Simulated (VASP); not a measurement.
# CuO (Cc) in VASP: further runs, part 2 of 2

VASP 6.6.1.

### 3 Single point, PBE, collinear spin, ferromagnetic start

INCAR reads:

```
ALGO = Normal
EDIFF = 1E-7
ENCUT = 520
GGA = PE
ISIF = 2
ISMEAR = -1
ISPIN = 2
LASPH = True
LCHARG = False
LMAXMIX = 4
LORBIT = 11
LREAL = False
LWAVE = False
MAGMOM = 0.3 0.3 0 0
NBANDS = 29
NELM = 150
NUPDOWN = 0.6
PREC = Accurate
SIGMA = 0.03
```

KPOINTS reads:

```
k-points
0
Gamma
  7 7 4
```

POSCAR reads:

```
CuO
1.0
    2.3446500000     -1.7134000000      0.0000000000
    2.3446500000      1.7134000000      0.0000000000
   -0.8605500000      0.0000000000      5.0594400000
Cu O
2 2
Direct
    0.0032000000      0.4968000000      0.0000000000
    0.4968000000      0.0032000000      0.5000000000
    0.5714000000      0.4056000000      0.2537000000
    0.4056000000      0.5714000000      0.7537000000
```

Potentials or basis: VASP PAW PBE potentials, release 64 (Cu, O).

Run with:

```console
$ cat potpaw_PBE.64/Cu/POTCAR potpaw_PBE.64/O/POTCAR > POTCAR
$ mpirun -np 1 vasp_std > vasp.out
```

Run time: 2 min. Hardware: 1 thread of Intel Xeon 6975P-C, shared host; peak memory 0.24 GiB.

Results (log left out):

```
Free energy                                           : -19.4503 eV
Pressure                                              : 6.5 GPa
Largest force                                         : 0.801 eV/Å
Net moment                                            : 0.60 μB per cell
Site moments                                          : Cu +0.19; O +0.10 μB
Valence electrons inside the program's atomic spheres : Cu 9.90; O 4.96
```

Forces in eV/Å, atoms in the order of the input:
```
Cu  -0.670  0.351  0.264
Cu  -0.670 -0.351  0.264
O    0.670  0.247 -0.264
O    0.670 -0.247 -0.264
```

Stress tensor (GPa, compression positive):
```
 6.22  0.00 -1.43
 0.00  7.01  0.00
-1.43  0.00  6.28
```

Caveat: the total moment is fixed, so each spin has its own Fermi level.

### 4 Single point, PBE, collinear spin, ferromagnetic start

INCAR reads:

```
SYSTEM = CuO
ALGO = Normal
EDIFF = 1E-6
ENCUT = 520
GGA = PE
ISIF = 2
ISMEAR = -1
ISPIN = 2
LASPH = .TRUE.
LCHARG = .FALSE.
LMAXMIX = 4
LORBIT = 11
LREAL = .FALSE.
LWAVE = .FALSE.
MAGMOM = 0.45 0.45 0 0
NBANDS = 29
NELM = 150
NUPDOWN = 0.9
PREC = Accurate
SIGMA = 0.03
```

KPOINTS reads:

```
k-points
0
G
  7 7 4
  0 0 0
```

POSCAR is that of step 3.

Potentials or basis: VASP PAW PBE potentials, release 64 (Cu, O).

Run with:

```console
$ cat potpaw_PBE.64/Cu/POTCAR potpaw_PBE.64/O/POTCAR > POTCAR
$ mpirun -np 1 vasp_std > vasp.out
```

OUTCAR:

```text
SYSTEM = CuO
   EDIFF = 1E-6
   ENCUT = 520
   GGA = PE
   ISIF = 2
   ISMEAR = -1
   ISPIN = 2
   LASPH = .TRUE.
   LORBIT = 11
   LREAL = .FALSE.
   NELM = 150
   NUPDOWN = 0.9
   PREC = Accurate

 ion  position               nearest neighbor table
   1  0.003  0.497  0.000-   4 1.91   3 1.93   4 1.98   3 2.02
   2  0.497  0.003  0.500-   3 1.91   4 1.93   3 1.98   4 2.02
   3  0.571  0.406  0.254-   2 1.91   1 1.93   2 1.98   1 2.02
   4  0.406  0.571  0.754-   1 1.91   2 1.93   1 1.98   2 2.02

  LATTYP: Found a base centered monoclinic cell.
 ALAT       =     4.6893000000
 B/A-ratio  =     0.7307700510
 C/A-ratio  =     1.0944283424
 COS(beta)  =    -0.1676798048
[... 1768 lines left out ...]
     2.344650000 -1.713400000  0.000000000     0.213251445 -0.291817439  0.036271510
     2.344650000  1.713400000  0.000000000     0.213251445  0.291817439  0.036271510
    -0.860550000  0.000000000  5.059440000     0.000000000  0.000000000  0.197650333

 POSITION                                       TOTAL-FORCE (eV/Angst)
 -----------------------------------------------------------------------------------
      1.17233      0.84573      0.00000        -0.683322      0.342047      0.267107
      0.74205     -0.84573      2.52972        -0.683322     -0.342047      0.267107
      2.07240     -0.28408      1.28358         0.683322      0.228811     -0.267107
      1.64213      0.28408      3.81330         0.683322     -0.228811     -0.267107
 -----------------------------------------------------------------------------------
    total drift:                               -0.000214      0.000000     -0.000498

  FREE ENERGIE OF THE ION-ELECTRON SYSTEM (eV)
  ---------------------------------------------------
  free  energy   TOTEN  =       -19.4175709732 eV

  energy  without entropy=      -19.4089494599  energy(sigma->0) =      -19.41326022

 total charge

# of ion       s       p       d       tot
------------------------------------------
    1        0.380   0.387   9.135   9.902
    2        0.380   0.387   9.135   9.902
    3        1.574   3.391   0.000   4.965
    4        1.574   3.391   0.000   4.965
--------------------------------------------------
tot          3.908   7.557  18.270  29.734

 magnetization (x)

# of ion       s       p       d       tot
------------------------------------------
    1       -0.002   0.002   0.278   0.278
    2       -0.002   0.002   0.278   0.278
    3        0.008   0.143   0.000   0.152
    4        0.008   0.143   0.000   0.152
--------------------------------------------------
tot          0.013   0.291   0.556   0.860
```

stdout:

```text
POSCAR found type information on POSCAR CuO
 POSCAR found :  2 types and       4 ions
 scaLAPACK will be used
 LDA part: xc-table for (Slater+PW92), standard interpolation
 POSCAR, INCAR and KPOINTS ok, starting setup
 FFT: planning ... GRIDC
 FFT: planning ... GRID_SOFT
 FFT: planning ... GRID
 WAVECAR not read
 entering main loop
```

Run time: 98 s. Hardware: 1 thread of Intel Xeon 6975P-C, shared host; peak memory 0.24 GiB.

Results:

- Free energy: -19.4176 eV
- Pressure: 6.7 GPa
- Largest force: 0.809 eV/Å
- Net moment: 0.90 μB per cell
- Site moments: Cu +0.28; O +0.15 μB
- Valence electrons inside the program's atomic spheres: Cu 9.90; O 4.96

Forces in eV/Å, atoms in the order of the input:
```
Cu  -0.683  0.342  0.267
Cu  -0.683 -0.342  0.267
O    0.683  0.229 -0.267
O    0.683 -0.229 -0.267
```

Caveat: the total moment is fixed, so each spin has its own Fermi level.

### 5 The runs side by side

| fixed moment (μB) | pressure (GPa) | moment (μB) | largest force (eV/Å) |
| --- | --- | --- | --- |
| 0.3 | 6.4 | 0.30 | 0.79 |
| 0.6 | 6.5 | 0.60 | 0.80 |
| 0.9 | 6.7 | 0.90 | 0.81 |

Alike in all rows: task single point; level PBE; potentials or basis VASP PAW PBE potentials, release 64 (Cu, O); spin collinear, ferromagnetic start; cell as given; k mesh 7 × 7 × 4; cutoff (eV) 520; smearing fermi-dirac 0.03 eV.

Caveats: the total moment is fixed, so each spin has its own Fermi level.

Absolute energies hang on the potentials; compare differences alone.
